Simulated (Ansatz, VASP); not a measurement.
One calculation of LiH, two programs

File POSCAR:

```
LiH
1.0
    3.2548234142      0.0000000000      0.0000000000
   -1.6274117071      2.8187597615      0.0000000000
    0.0000000000      0.0000000000      4.0690682565
Li H
2 2
Direct
    0.3333333333      0.6666666667      0.2500000000
    0.6666666667      0.3333333333      0.7500000000
    0.6666666667      0.3333333333      0.2500000000
    0.3333333333      0.6666666667      0.7500000000
```

INCAR.step1

```
  PREC = Accurate
  ENCUT = 520
  ISMEAR = 0
  SIGMA = 0.01
  LREAL = False
  LASPH = True
  NELM = 60
  NBANDS = 12
  GGA = PE
  ALGO = Normal
  EDIFF = 1E-4
  LWAVE = True
  LCHARG = False
```

INCAR.step2

```
  PREC = Accurate
  ENCUT = 520
  EDIFF = 1E-6
  ISMEAR = 0
  SIGMA = 0.01
  LREAL = False
  LASPH = True
  NELM = 60
  ALGO = Normal
  ISIF = 2
  LWAVE = False
  LCHARG = True
  METAGGA = R2SCAN
  LMIXTAU = True
  LELF = True
  LVHAR = True
  NBANDS = 12
  ISTART = 1
```

KPOINTS

```
Automatic mesh
0
Gamma
  9 9 6
```

Input for Ansatz:

```yaml
crystal:
  lattice:
    - [3.2548234142, 0.0, 0.0]
    - [-1.6274117071, 2.8187597615, 0.0]
    - [0.0, 0.0, 4.0690682565]
  atoms:
    - { symbol: Li, position: [0.3333333333, 0.6666666667, 0.25] }
    - { symbol: Li, position: [0.6666666667, 0.3333333333, 0.75] }
    - { symbol: H, position: [0.6666666667, 0.3333333333, 0.25] }
    - { symbol: H, position: [0.3333333333, 0.6666666667, 0.75] }
kpoints:
  mp_grid: { grid: [9, 9, 6] }
hamiltonian:
  xc: r2scan
scf:
  occupations: { method: fixed }
output:
  optics:
    e_range: [0, 14]
    de: 0.05
    sigma: 0.1
    bands: { spectra_wanted_up_to: 14 }
```

Alike in both runs: task single point; functional r2SCAN; k mesh 9 × 9 × 6; no spin polarisation.

|  | VASP | Ansatz |
| --- | --- | --- |
| version | VASP 6.6.1 | Ansatz 0.2.0 |
| potentials or method | VASP PAW PBE potentials, release 64 (Li_sv, H) | plane waves, PAW |
| plane-wave cutoff (eV) | 520 | 500 |
| occupations | gaussian, width 0.01 eV | fixed |
| valence electrons in the cell | 8 | 8 |

|  | VASP | Ansatz | Ansatz less VASP |
| --- | --- | --- | --- |
| gap on the k mesh at the Fermi level (eV) | 2.30 | 2.34 | +0.043 |

VASP's potentials were made for PBE, not for r2SCAN.

Noted on VASP's run: the cutoff is under 1.25 times that of the potentials, so the pressure is a little rough.
